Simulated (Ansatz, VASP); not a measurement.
# One calculation of Zn3Cd2S5, two programs

```
CELL_PARAMETERS angstrom
-1.95090 1.95090 13.79494
1.95090 -1.95090 13.79494
1.95090 1.95090 -13.79494
ATOMIC_POSITIONS crystal
Zn 0.90000 0.90000 0.00000
Zn 0.50000 0.50000 0.00000
Zn 0.10000 0.10000 0.00000
Cd 0.70000 0.70000 0.00000
Cd 0.30000 0.30000 0.00000
S 0.55000 0.05000 0.50000
S 0.15000 0.65000 0.50000
S 0.75000 0.25000 0.50000
S 0.35000 0.85000 0.50000
S 0.95000 0.45000 0.50000
```

Alike in both runs: task single point; functional PBE; k mesh 6 × 6 × 6; occupations gaussian, width 0.1 eV; no spin polarisation.

|  | VASP | Ansatz |
| --- | --- | --- |
| version | VASP 6.6.1 | Ansatz 0.2.0 |
| potentials or method | VASP PAW PBE potentials, release 64 (Zn, Cd, S), cutoff 520 eV | scalar-relativistic, plane waves, PAW |
| valence electrons in the cell | 90 | 106 |

|  | VASP | Ansatz | Ansatz less VASP |
| --- | --- | --- | --- |
| gap on the k mesh at the Fermi level (eV) | 1.66 | 1.65 | -0.009 |
| least direct gap on the mesh (eV) | 1.66 | 1.65 | -0.009 |
| pressure (GPa) | 6.3 | 5.9 | -0.37 |
| rms of the force components (eV/Å) | 0.492 | 0.478 | -0.0141 |

Atom by atom the forces differ by 0.014 eV/Å (rms over components). With one functional, cell and mesh, what is left measures potentials, basis and numerics. VASP's potentials hold 90 valence electrons a cell and Ansatz's 106, so a difference there can come from the potentials and not from the codes.
